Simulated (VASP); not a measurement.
A run of VASP 6.6.1 is set up as follows.

POSCAR

```
SiC
1.0
    3.0760000000      0.0000000000      0.0000000000
   -1.5380000000      2.6638941420      0.0000000000
    0.0000000000      0.0000000000      5.0480000000
Si C
2 2
Direct
    0.6666666667      0.3333333333      0.5000000000
    0.3333333333      0.6666666667      0.0000000000
    0.6666666667      0.3333333333      0.8850000000
    0.3333333333      0.6666666667      0.3850000000
```

Contents of INCAR.step1:

```
PREC     = Accurate       # precision mode
ENCUT    = 520            # plane-wave cutoff, eV
ISMEAR   = -1             # smearing method
SIGMA    = 0.05           # smearing width, eV
LREAL    = False          # projectors in reciprocal space
LASPH    = True           # aspherical terms in the spheres
NELM     = 80             # most SCF steps
NBANDS   = 16             # bands
GGA      = PE             # functional
ALGO     = Normal         # electronic algorithm
EDIFF    = 1E-4           # SCF threshold, eV
LWAVE    = True           # write WAVECAR
LCHARG   = False          # write CHGCAR
```

INCAR.step2

```
PREC     = Accurate       # precision mode
ENCUT    = 520            # plane-wave cutoff, eV
EDIFF    = 1E-7           # SCF threshold, eV
ISMEAR   = -1             # smearing method
SIGMA    = 0.05           # smearing width, eV
LREAL    = False          # projectors in reciprocal space
LASPH    = True           # aspherical terms in the spheres
NELM     = 80             # most SCF steps
ALGO     = Normal         # electronic algorithm
ISIF     = 2              # what is computed and relaxed
LWAVE    = False          # write WAVECAR
LCHARG   = False          # write CHGCAR
METAGGA  = R2SCAN         # meta-GGA
LMIXTAU  = True         
IVDW     = 13             # dispersion correction
VDW_S6   = 1.0          
VDW_S8   = 0.6018749    
VDW_A1   = 0.51559235   
VDW_A2   = 5.77342911   
NBANDS   = 16             # bands
ISTART   = 1
```

KPOINTS

```
regular mesh
0
Gamma
  10 10 5
```

Potentials or basis: VASP PAW PBE potentials, release 64 (Si, C).

Command:

```sh
$ cat potpaw_PBE.64/Si/POTCAR potpaw_PBE.64/C/POTCAR > POTCAR
$ cp INCAR.step1 INCAR
$ mpirun -np 1 vasp_std > vasp.out
$ cp INCAR.step2 INCAR
$ mpirun -np 1 vasp_std > vasp.out
```

(1) What does it give for the dispersion energy per atom?

(2) Predict the largest force.

(3) What does it give for the pressure?

(4) Predict the band gap on the k mesh.

Results:

(1) -0.123 eV.

(2) 0.766 eV/Å.

(3) -1.5 GPa.

(4) 2.86 eV (least direct gap 4.59 eV).

Caveat: the PAW data sets were made with another functional, which shifts forces and pressure a little; an odd mesh through Γ misses points on the zone boundary, where band edges can lie.
